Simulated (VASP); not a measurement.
Write the native input for VASP 6.6.1 that does the following.

```yaml
Task: single point
Functional: PBE
Dispersion: D3(BJ)
Potentials_or_basis: VASP PAW PBE potentials, release 64 (Ti_sv, Te)
Cutoff: 520 eV
k_mesh: 18 × 18 × 10
Occupations: gaussian, width 0.1 eV
Spin: no spin polarisation
Dipole_correction: no
Further_INCAR_settings: ALGO = Normal; EDIFF = 1e-07; NBANDS = 19
```

The structure of TiTe2 lies in POSCAR:

```
TiTe2
1.0
    3.6659114926      0.0000000000      0.0000000000
   -1.8329557463      3.1747724806      0.0000000000
    0.0000000000      0.0000000000      6.2988315577
Ti Te
1 2
Direct
    0.0000000000      0.0000000000      0.0000000000
    0.6666666667      0.3333333333      0.2750932438
    0.3333333333      0.6666666667      0.7249067562
```

One way to write it, as run:

INCAR

```
SYSTEM = TiTe2
  ALGO = Normal
  EDIFF = 1E-7
  ENCUT = 520
  GGA = PE
  ISIF = 2
  ISMEAR = 0
  IVDW = 12
  LASPH = .True.
  LCHARG = .False.
  LREAL = .False.
  LWAVE = .False.
  NBANDS = 19
  NELM = 60
  PREC = Accurate
  SIGMA = 0.1
```

KPOINTS

```
k-points
0
Gamma
  18 18 10
  0 0 0
```

Potentials or basis: VASP PAW PBE potentials, release 64 (Ti_sv, Te).

Command:

```bash
$ cat potpaw_PBE.64/Ti_sv/POTCAR potpaw_PBE.64/Te/POTCAR > POTCAR
$ mpirun -np 1 vasp_std > vasp.out
```

It gave:

- Pressure: 1.3 GPa
- Largest force: 0.005 eV/Å
- Band gap on the k mesh: zero (bands 12 and 13 overlap by 0.88 eV)
- Dispersion energy per atom: -0.539 eV

Caveat: spin-orbit coupling is left out, which moves the levels of the heavy elements.

It took 4.2 min on 1 thread of Intel(R) Xeon(R) 6975P-C (Granite Rapids), with other jobs on the host, peak memory 0.54 GiB.
